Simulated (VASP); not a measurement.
BAs: single point with PBE

BAs:

```
B As
1.0
     0.00000    2.45166    2.36437
     2.45166    0.00000    2.36437
     2.45166    2.45166    0.00000
B As
1 1
Cartesian
  0.0000 0.0000 0.0000
  1.2258 1.2258 1.1822
```

This cell differs from its parent crystal: epitaxial xy strain +2.5%.

```
Program             : VASP 6.6.1
Task                : single point
Functional          : PBE
Potentials or basis : VASP PAW PBE potentials, release 64 (B, As)
Cutoff              : 500 eV
k mesh              : 6 × 6 × 6
Occupations         : gaussian, width 0.01 eV
Spin                : no spin polarisation
```

```
Pressure               : -2.2 GPa
Band gap on the k mesh : 0.79 eV, indirect (least direct gap 2.86 eV)
```

Stress tensor (GPa, compression positive):
```
-4.45  0.00  0.00
 0.00 -4.45  0.00
 0.00  0.00  2.32
```

Levels at points of the mesh, in eV from the valence-band top:
```tsv
k point	band 1	band 2	band 3	band 4	band 5	band 6	band 7	band 8	band 9
(0.00, 0.00, 0.00)	-15.24	-0.33	-0.33	0.00	2.86	3.09	3.09	3.93	9.17
(0.50, 0.00, 0.00)	-12.52	-8.71	-2.17	-1.77	2.17	4.37	4.71	8.57	12.15
(0.50, 0.50, 0.00)	-11.09	-8.33	-4.34	-4.34	0.97	0.99	10.77	10.77	12.49
(0.50, 0.00, 0.50)	-11.36	-8.61	-4.04	-3.98	1.40	1.41	10.46	10.91	12.12
```

Run time: 6.4 s on 1 thread of AMD EPYC 9R45 96-Core Processor (Zen 5), on a shared host, peak memory 0.12 GiB.

Caveat: the cell differs from its parent crystal (epitaxial xy strain +2.5%). A k mesh can miss the band edges.
